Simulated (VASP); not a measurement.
# ZnS (P3m1) in VASP: further runs, part 2 of 3

VASP 6.6.1.

## (3) Electric field gradients, PBE (19.72 Å³/atom)

This run uses another cell than the first one, of 19.72 Å³/atom.

Input file INCAR:

```
SYSTEM = ZnS
PREC = Accurate ; ENCUT = 520
EDIFF = 1E-8 ; ISMEAR = -1
SIGMA = 0.02 ; LREAL = Auto
LASPH = .True. ; NELM = 60
ALGO = Normal ; ISIF = 2
LWAVE = .False. ; LCHARG = .False.
GGA = PE ; LEFG = .True.
NBANDS = 86
```

Input file KPOINTS:

```
regular mesh
0
Gamma
  8 8 2
  0 0 0
```

Input file POSCAR:

```
ZnS
1.0
    3.8177296488      0.0000000000      0.0000000000
   -1.9088648244      3.3062508606      0.0000000000
    0.0000000000      0.0000000000     24.9987122991
Zn S
8 8
Direct
    0.3333333333      0.6666666667      0.1251184100
    0.0000000000      0.0000000000      0.0001589700
    0.6666666667      0.3333333333      0.6250474700
    0.6666666667      0.3333333333      0.8751387000
    0.0000000000      0.0000000000      0.7500222700
    0.3333333333      0.6666666667      0.5000781600
    0.0000000000      0.0000000000      0.3750879400
    0.6666666667      0.3333333333      0.2501284900
    0.6666666667      0.3333333333      0.3437219900
    0.6666666667      0.3333333333      0.7185811600
    0.3333333333      0.6666666667      0.2187340500
    0.0000000000      0.0000000000      0.8436723900
    0.6666666667      0.3333333333      0.9688127500
    0.0000000000      0.0000000000      0.0937260600
    0.3333333333      0.6666666667      0.5936859800
    0.0000000000      0.0000000000      0.4686862100
```

Potentials or basis: VASP PAW PBE potentials, release 64 (Zn, S).

Started as:

```
cat potpaw_PBE.64/Zn/POTCAR potpaw_PBE.64/S/POTCAR > POTCAR
mpirun -np 1 vasp_std > vasp.out
```

OUTCAR:

```text
SYSTEM = ZnS
   PREC = Accurate
   ENCUT = 520
   EDIFF = 1E-8
   ISMEAR = -1
   LREAL = Auto
   LASPH = .True.
   NELM = 60
   ISIF = 2
   GGA = PE

 ion  position               nearest neighbor table
   1  0.333  0.667  0.125-  14 2.34  14 2.34  14 2.34  11 2.34
   2  0.000  0.000  0.000-  14 2.34  13 2.34  13 2.34  13 2.34
   3  0.667  0.333  0.625-  10 2.34  15 2.34  15 2.34  15 2.34
   4  0.667  0.333  0.875-  12 2.34  12 2.34  12 2.34  13 2.34
   5  0.000  0.000  0.750-  10 2.34  10 2.34  10 2.34  12 2.34
   6  0.333  0.667  0.500-  16 2.34  16 2.34  16 2.34  15 2.34
[... 8 lines left out ...]
  15  0.333  0.667  0.594-   3 2.34   3 2.34   3 2.34   6 2.34
  16  0.000  0.000  0.469-   6 2.34   6 2.34   6 2.34   7 2.34

  LATTYP: Found a hexagonal cell.
 ALAT       =     3.8177296488
 C/A-ratio  =     6.5480572484

  Lattice vectors:

 A1 = (   3.8177296488,   0.0000000000,   0.0000000000)
 A2 = (  -1.9088648244,   3.3062508606,   0.0000000000)
 A3 = (   0.0000000000,   0.0000000000,  24.9987122991)

Analysis of symmetry for initial positions (statically):
[... 1983 lines left out ...]
  FREE ENERGIE OF THE ION-ELECTRON SYSTEM (eV)
  ---------------------------------------------------
  free  energy   TOTEN  =       -54.7702417024 eV

  energy  without entropy=      -54.7702417024  energy(sigma->0) =      -54.77024170

 Electric field gradients (V/A^2)
---------------------------------------------------------------------
 ion       V_xx      V_yy      V_zz      V_xy      V_xz      V_yz
---------------------------------------------------------------------
   1      -0.037    -0.030     0.067     0.005    -0.000     0.000
   2      -0.221    -0.219     0.441     0.002     0.000    -0.000
   3       0.051     0.058    -0.109     0.005     0.000    -0.000
   4       0.235     0.241    -0.476     0.005     0.000    -0.000
   5       0.422     0.424    -0.846     0.002    -0.000     0.000
   6      -0.012    -0.006     0.018     0.005     0.000    -0.000
[... 8 lines left out ...]
  15      -0.430    -0.430     0.860    -0.000     0.000    -0.000
  16      -0.449    -0.449     0.898     0.000     0.000    -0.000
---------------------------------------------------------------------

 Electric field gradients after diagonalization (V/A^2)
 (convention: |V_zz| > |V_xx| > |V_yy|)
----------------------------------------------------------------------
 ion       V_xx      V_yy      V_zz     asymmetry (V_yy - V_xx)/ V_zz
----------------------------------------------------------------------
   1      -0.040    -0.027     0.067       0.188
   2      -0.222    -0.218     0.441       0.008
   3       0.061     0.048    -0.109       0.116
   4       0.244     0.232    -0.476       0.027
   5       0.425     0.421    -0.846       0.004
   6      -0.015    -0.003     0.018       0.709
[... 8 lines left out ...]
  15      -0.431    -0.430     0.860       0.001
  16      -0.449    -0.448     0.898       0.001
----------------------------------------------------------------------

           NMR quadrupolar parameters

 Cq : quadrupolar parameter    Cq=e*Q*V_zz/h
 eta: asymmetry parameters     (V_yy - V_xx)/ V_zz
 Q  : nuclear electric quadrupole moment in mb (millibarn)
----------------------------------------------------------------------
 ion       Cq(MHz)       eta       Q (mb)
----------------------------------------------------------------------
   1       0.000       0.188       1.000
   2       0.001       0.008       1.000
   3      -0.000       0.116       1.000
   4      -0.001       0.027       1.000
   5      -0.002       0.004       1.000
   6       0.000       0.709       1.000
[... 8 lines left out ...]
  15       0.002       0.001       1.000
  16       0.002       0.001       1.000
----------------------------------------------------------------------
```

stdout:

```text
POSCAR found type information on POSCAR ZnS
 POSCAR found :  2 types and      16 ions
 scaLAPACK will be used
 LDA part: xc-table for (Slater+PW92), standard interpolation
 POSCAR, INCAR and KPOINTS ok, starting setup
 FFT: planning ... GRIDC
 FFT: planning ... GRID_SOFT
 FFT: planning ... GRID
 WAVECAR not read
 entering main loop
ion   1

ion   2

ion   3

ion   4

ion   5

ion   6

ion   7

ion   8

ion   9

ion  10

ion  11

ion  12

ion  13

ion  14

ion  15

ion  16
```

It took 32 min on 1 thread of Oxide Virtual Turin-like, shared host; peak memory 0.55 GiB.

What came out:

* Free energy: -54.7702 eV
* Pressure: 1.8 GPa
* Largest force: 0.014 eV/Å
* Band gap on the k mesh: 2.13 eV
* Largest electric field gradient by atom: Zn +0.1, +0.4, -0.1, -0.5, -0.8, +0.0, -0.0 (each value once); S +0.8, +1.3, +0.9, +2.9, +2.4 (each value once) V/Å²

Forces in eV/Å, atoms in the order of the input:
```
Zn   0.000  0.000 -0.004
Zn   0.000  0.000  0.002
Zn   0.000  0.000 -0.014
Zn   0.000  0.000  0.001
Zn   0.000  0.000 -0.010
Zn   0.000  0.000 -0.005
Zn   0.000  0.000 -0.005
Zn   0.000  0.000 -0.008
S    0.000  0.000  0.006
S    0.000  0.000 -0.002
S    0.000  0.000  0.005
S    0.000  0.000  0.006
S    0.000  0.000  0.010
S    0.000  0.000  0.011
S    0.000  0.000  0.000
S    0.000  0.000  0.006
```

Levels at points of the mesh, in eV from the valence-band top:
```
           k point  band 69  band 70  band 71  band 72  band 73  band 74  band 75  band 76
(0.00, 0.00, 0.00)    -0.14    -0.03     0.00     0.00     2.13     2.94     3.00     3.21
(0.50, 0.00, 0.00)    -1.10    -1.10    -1.02    -0.87     3.39     3.49     3.57     3.62
(0.00, 0.00, 0.50)    -0.04    -0.04    -0.03    -0.03     2.40     2.45     3.21     3.34
(0.50, 0.00, 0.50)    -1.33    -0.99    -0.93    -0.93     3.32     3.39     3.68     3.79
```

Electric field gradients, principal values (V/Å²):
```
atom   least  middle  greatest (by size)
1 Zn  -0.027  -0.040               0.067
2 Zn  -0.218  -0.222               0.441
3 Zn   0.048   0.061              -0.109
4 Zn   0.232   0.244              -0.476
5 Zn   0.421   0.425              -0.846
6 Zn  -0.003  -0.015               0.018
7 Zn  -0.021  -0.025               0.046
8 Zn   0.012   0.025              -0.036
 9 S  -0.420  -0.421               0.842
10 S  -0.626  -0.627               1.253
11 S  -0.469  -0.470               0.939
12 S  -1.438  -1.439               2.877
13 S  -1.177  -1.178               2.356
14 S  -0.459  -0.460               0.920
15 S  -0.430  -0.431               0.860
16 S  -0.448  -0.449               0.898
```

Caveat: without QUAD_EFG the Cq values of the log hold for a quadrupole moment of 1 mb, not for the nuclei.

## (4) Electric field gradients, PBE (19.72 Å³/atom)

This run uses another cell than the first one, of 19.72 Å³/atom.

Input file INCAR:

```
PREC     = Accurate       # precision mode
ENCUT    = 520            # plane-wave cutoff, eV
EDIFF    = 1E-8           # SCF threshold, eV
ISMEAR   = -1             # smearing method
SIGMA    = 0.02           # smearing width, eV
LREAL    = Auto         
LASPH    = T              # aspherical terms in the spheres
NELM     = 100            # most SCF steps
ALGO     = Normal         # electronic algorithm
ISIF     = 2              # what is computed and relaxed
LWAVE    = F              # write WAVECAR
LCHARG   = F              # write CHGCAR
GGA      = PE             # functional
LEFG     = T            
NBANDS   = 86             # bands
```

Input file KPOINTS:

```
Automatic mesh
0
Gamma
  8 8 2
```

POSCAR is that of step 3.

Potentials or basis: VASP PAW PBE potentials, release 64 (Zn, S).

Started as:

```
cat potpaw_PBE.64/Zn/POTCAR potpaw_PBE.64/S/POTCAR > POTCAR
mpirun -np 1 vasp_std > vasp.out
```

OUTCAR:

```text
PREC = Accurate
   ENCUT = 520
   EDIFF = 1E-8
   ISMEAR = -1
   LREAL = Auto
   LASPH = T
   NELM = 100
   ISIF = 2
   GGA = PE

 ion  position               nearest neighbor table
   1  0.333  0.667  0.125-  14 2.34  14 2.34  14 2.34  11 2.34
   2  0.000  0.000  0.000-  14 2.34  13 2.34  13 2.34  13 2.34
   3  0.667  0.333  0.625-  10 2.34  15 2.34  15 2.34  15 2.34
   4  0.667  0.333  0.875-  12 2.34  12 2.34  12 2.34  13 2.34
   5  0.000  0.000  0.750-  10 2.34  10 2.34  10 2.34  12 2.34
   6  0.333  0.667  0.500-  16 2.34  16 2.34  16 2.34  15 2.34
[... 8 lines left out ...]
  15  0.333  0.667  0.594-   3 2.34   3 2.34   3 2.34   6 2.34
  16  0.000  0.000  0.469-   6 2.34   6 2.34   6 2.34   7 2.34

  LATTYP: Found a hexagonal cell.
 ALAT       =     3.8177296488
 C/A-ratio  =     6.5480572484

  Lattice vectors:

 A1 = (   3.8177296488,   0.0000000000,   0.0000000000)
 A2 = (  -1.9088648244,   3.3062508606,   0.0000000000)
 A3 = (   0.0000000000,   0.0000000000,  24.9987122991)

Analysis of symmetry for initial positions (statically):
=====================================================================
 Subroutine PRICEL returns:
 Original cell was already a primitive cell.

 Routine SETGRP: Setting up the symmetry group for a
 hexagonal supercell.

 Subroutine GETGRP returns: Found  6 space group operations
 (whereof  6 operations were pure point group operations)
 out of a pool of 24 trial point group operations.

The static configuration has the point symmetry C_3v.

Analysis of symmetry for dynamics (positions and initial velocities):
=====================================================================
 Subroutine PRICEL returns:
 Original cell was already a primitive cell.

 Routine SETGRP: Setting up the symmetry group for a
 hexagonal supercell.

 Subroutine GETGRP returns: Found  6 space group operations
 (whereof  6 operations were pure point group operations)
 out of a pool of 24 trial point group operations.

The dynamic configuration has the point symmetry C_3v.

 Subroutine INISYM returns: Found  6 space group operations
 (whereof  6 operations are pure point group operations),
 and found     1 'primitive' translations

----------------------------------------------------------------------------------------

                                     Primitive cell

  volume of cell :     315.5430

  direct lattice vectors                    reciprocal lattice vectors
     3.817729649  0.000000000  0.000000000     0.261935782  0.151228694  0.000000000
    -1.908864824  3.306250861  0.000000000     0.000000000  0.302457388  0.000000000
     0.000000000  0.000000000 24.998712299     0.000000000  0.000000000  0.040002060

  length of vectors
     3.817729649  3.817729649 24.998712299     0.302457388  0.302457388  0.040002060

  position of ions in fractional coordinates (direct lattice)
     0.333333333  0.666666667  0.125118410
     0.000000000  0.000000000  0.000158970
     0.666666667  0.333333333  0.625047470
[... 128 lines left out ...]
   LEPSILON=     F    determine dielectric tensor
   LRPA    =     F    only Hartree local field effects (RPA)
 non-spin polarized calculation
  energy-cutoff  :      520.00
  volume of cell :      315.54
 maximum number of plane-waves:      8544
   NGX = 15   NGY = 15   NGZ = 93

 number of electron     143.9999953 magnetization

 Free energy of the ion-electron system (eV)
  ---------------------------------------------------
  ext. energy  EPLUGINS =         0.00000000
  ---------------------------------------------------
  free energy    TOTEN  =       -54.77024170 eV

  energy without entropy =      -54.77024170  energy(sigma->0) =      -54.77024170

 E-fermi :   2.5696     XC(G=0):  -9.6298

 val. band max:        2.1171126050   @ k =   0.0000   0.0000   0.0000
 cond. band min:       4.2452172811   @ k =   0.0000   0.0000   0.0000
 fundamental gap:      2.1281046761
 Fermi energy:         2.5695808415

 k-point     1 :       0.0000    0.0000    0.0000
  band No.  band energies     occupation
      1     -11.0355      2.00000
      2     -10.9203      2.00000
      3     -10.9160      2.00000
      4     -10.6133      2.00000
      5     -10.6131      2.00000
      6     -10.2696      2.00000
[... 1729 lines left out ...]
     83       8.0874      0.00000
     84       8.1531      0.00000
 [bands above 84 left out]

------------------------ aborting loop because EDIFF is reached ----------------------------------------

  FORCE on cell =-STRESS in cart. coord.  units (eV):
  Direction    XX          YY          ZZ          XY          YZ          ZX
  --------------------------------------------------------------------------------------
  -------------------------------------------------------------------------------------
  Total        3.5670356      3.5670356      3.4348193     -0.0000000      0.0000000      0.0000000
  in kB       18.1117083     18.1117083     17.4403769     -0.0000000      0.0000000      0.0000000
  external PRESSURE =      17.8879312 kB  Pullay stress =       0.0000000 kB

 VOLUME and BASIS-vectors are now :
 -----------------------------------------------------------------------------
  energy-cutoff  :      520.00
  volume of cell :      315.54
      direct lattice vectors                 reciprocal lattice vectors
     3.817729649  0.000000000  0.000000000     0.261935782  0.151228694  0.000000000
    -1.908864824  3.306250861  0.000000000     0.000000000  0.302457388  0.000000000
     0.000000000  0.000000000 24.998712299     0.000000000  0.000000000  0.040002060

 POSITION                                       TOTAL-FORCE (eV/Angst)
 -----------------------------------------------------------------------------------
     -0.00000      2.20417      3.12780         0.000000     -0.000000     -0.003878
      0.00000      0.00000      0.00397        -0.000000      0.000000      0.002410
      1.90886      1.10208     15.62538        -0.000000      0.000000     -0.013781
      1.90886      1.10208     21.87734         0.000000     -0.000000      0.001314
      0.00000      0.00000     18.74959        -0.000000      0.000000     -0.009925
     -0.00000      2.20417     12.50131        -0.000000     -0.000000     -0.005062
[... 8 lines left out ...]
     -0.00000      2.20417     14.84139        -0.000000      0.000000      0.000258
      0.00000      0.00000     11.71655        -0.000000      0.000000      0.006235
 -----------------------------------------------------------------------------------
    total drift:                                0.000003     -0.000008      0.005110

  FREE ENERGIE OF THE ION-ELECTRON SYSTEM (eV)
  ---------------------------------------------------
  free  energy   TOTEN  =       -54.7702417024 eV

  energy  without entropy=      -54.7702417024  energy(sigma->0) =      -54.77024170

 Electric field gradients (V/A^2)
---------------------------------------------------------------------
 ion       V_xx      V_yy      V_zz      V_xy      V_xz      V_yz
---------------------------------------------------------------------
   1      -0.037    -0.030     0.067     0.005    -0.000     0.000
   2      -0.221    -0.219     0.441     0.002     0.000    -0.000
   3       0.051     0.058    -0.109     0.005     0.000    -0.000
   4       0.235     0.241    -0.476     0.005     0.000    -0.000
   5       0.422     0.424    -0.846     0.002    -0.000     0.000
   6      -0.012    -0.006     0.018     0.005     0.000    -0.000
[... 8 lines left out ...]
  15      -0.430    -0.430     0.860    -0.000     0.000    -0.000
  16      -0.449    -0.449     0.898     0.000     0.000    -0.000
---------------------------------------------------------------------

 Electric field gradients after diagonalization (V/A^2)
 (convention: |V_zz| > |V_xx| > |V_yy|)
----------------------------------------------------------------------
 ion       V_xx      V_yy      V_zz     asymmetry (V_yy - V_xx)/ V_zz
----------------------------------------------------------------------
   1      -0.040    -0.027     0.067       0.188
   2      -0.222    -0.218     0.441       0.008
   3       0.061     0.048    -0.109       0.116
   4       0.244     0.232    -0.476       0.027
   5       0.425     0.421    -0.846       0.004
   6      -0.015    -0.003     0.018       0.709
[... 8 lines left out ...]
  15      -0.431    -0.430     0.860       0.001
  16      -0.449    -0.448     0.898       0.001
----------------------------------------------------------------------

           NMR quadrupolar parameters

 Cq : quadrupolar parameter    Cq=e*Q*V_zz/h
 eta: asymmetry parameters     (V_yy - V_xx)/ V_zz
 Q  : nuclear electric quadrupole moment in mb (millibarn)
----------------------------------------------------------------------
 ion       Cq(MHz)       eta       Q (mb)
----------------------------------------------------------------------
   1       0.000       0.188       1.000
   2       0.001       0.008       1.000
   3      -0.000       0.116       1.000
   4      -0.001       0.027       1.000
   5      -0.002       0.004       1.000
   6       0.000       0.709       1.000
[... 8 lines left out ...]
  15       0.002       0.001       1.000
  16       0.002       0.001       1.000
----------------------------------------------------------------------
```

It took 38 min on 1 thread of Oxide Virtual Turin-like, shared host; peak memory 0.55 GiB.

Results:

```yaml
Free_energy: -54.7702 eV
Pressure: 1.8 GPa
Largest_force: 0.014 eV/Å
Band_gap_on_the_k_mesh: 2.13 eV
Largest_electric_field_gradient_by_atom: Zn +0.1, +0.4, -0.1, -0.5, -0.8, +0.0, -0.0 (each value once); S +0.8, +1.3, +0.9, +2.9, +2.4 (each value once) V/Å²
```

Forces in eV/Å, atoms in the order of the input:
```
Zn   0.000  0.000 -0.004
Zn   0.000  0.000  0.002
Zn   0.000  0.000 -0.014
Zn   0.000  0.000  0.001
Zn   0.000  0.000 -0.010
Zn   0.000  0.000 -0.005
Zn   0.000  0.000 -0.005
Zn   0.000  0.000 -0.008
S    0.000  0.000  0.006
S    0.000  0.000 -0.002
S    0.000  0.000  0.005
S    0.000  0.000  0.006
S    0.000  0.000  0.010
S    0.000  0.000  0.011
S    0.000  0.000  0.000
S    0.000  0.000  0.006
```

Electric field gradients, principal values (V/Å²):
| atom | least | middle | greatest (by size) |
| --- | --- | --- | --- |
| 1 Zn | -0.027 | -0.040 | 0.067 |
| 2 Zn | -0.218 | -0.222 | 0.441 |
| 3 Zn | 0.048 | 0.061 | -0.109 |
| 4 Zn | 0.232 | 0.244 | -0.476 |
| 5 Zn | 0.421 | 0.425 | -0.846 |
| 6 Zn | -0.003 | -0.015 | 0.018 |
| 7 Zn | -0.021 | -0.025 | 0.046 |
| 8 Zn | 0.012 | 0.025 | -0.036 |
| 9 S | -0.420 | -0.421 | 0.842 |
| 10 S | -0.626 | -0.627 | 1.253 |
| 11 S | -0.469 | -0.470 | 0.939 |
| 12 S | -1.438 | -1.439 | 2.877 |
| 13 S | -1.177 | -1.178 | 2.356 |
| 14 S | -0.459 | -0.460 | 0.920 |
| 15 S | -0.430 | -0.431 | 0.860 |
| 16 S | -0.448 | -0.449 | 0.898 |

Caveat: without QUAD_EFG the Cq values of the log hold for a quadrupole moment of 1 mb, not for the nuclei.

(Continued in part 3 of 3.)
